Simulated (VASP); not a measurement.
Wanted: the native input for a VASP 6.6.1 run.

```
Task                   : single point
Functional             : RPBE
Potentials or basis    : VASP PAW PBE potentials, release 64 (Os)
Cutoff                 : 520 eV
k mesh                 : 23 × 23 × 23
Occupations            : fermi-dirac, width 0.1 eV
Spin                   : no spin polarisation
Dipole correction      : no
Further INCAR settings : ALGO = Normal; EDIFF = 1e-06; NBANDS = 10
```

The structure of Os lies in POSCAR:

```
Os
1.0
   -1.5520088194      1.5520088194      1.5520088194
    1.5520088194     -1.5520088194      1.5520088194
    1.5520088194      1.5520088194     -1.5520088194
Os
1
Direct
    0.0000000000      0.0000000000      0.0000000000
```

This isn't the form of Os at room conditions, which is hcp.

The input as run:

INCAR

```
SYSTEM = Os
PREC = Accurate
ENCUT = 520
EDIFF = 1E-6
ISMEAR = -1
SIGMA = 0.1
LREAL = .FALSE.
LASPH = .TRUE.
NELM = 80
ALGO = Normal
ISIF = 2
LWAVE = .FALSE.
LCHARG = .TRUE.
GGA = RP
LELF = .TRUE.
LVHAR = .TRUE.
NBANDS = 10
```

KPOINTS

```
regular mesh
0
G
  23 23 23
  0 0 0
```

Potentials or basis: VASP PAW PBE potentials, release 64 (Os).

Launch:

```bash
$ cat potpaw_PBE.64/Os/POTCAR > POTCAR
$ mpirun -np 1 vasp_std > vasp.out
```

It gave:

```json
{"Pressure": "-0.2 GPa", "Band gap on the k mesh": "zero (bands 4 and 5 overlap by 4.16 eV)"}
```

Caveat: the PAW data sets were made with another functional, which shifts forces and pressure a little; spin-orbit coupling is left out, which moves the levels of the heavy elements.

Run time: 48 s on 1 thread of Intel Xeon 8259CL, with other jobs on the host, peak memory 0.17 GiB.
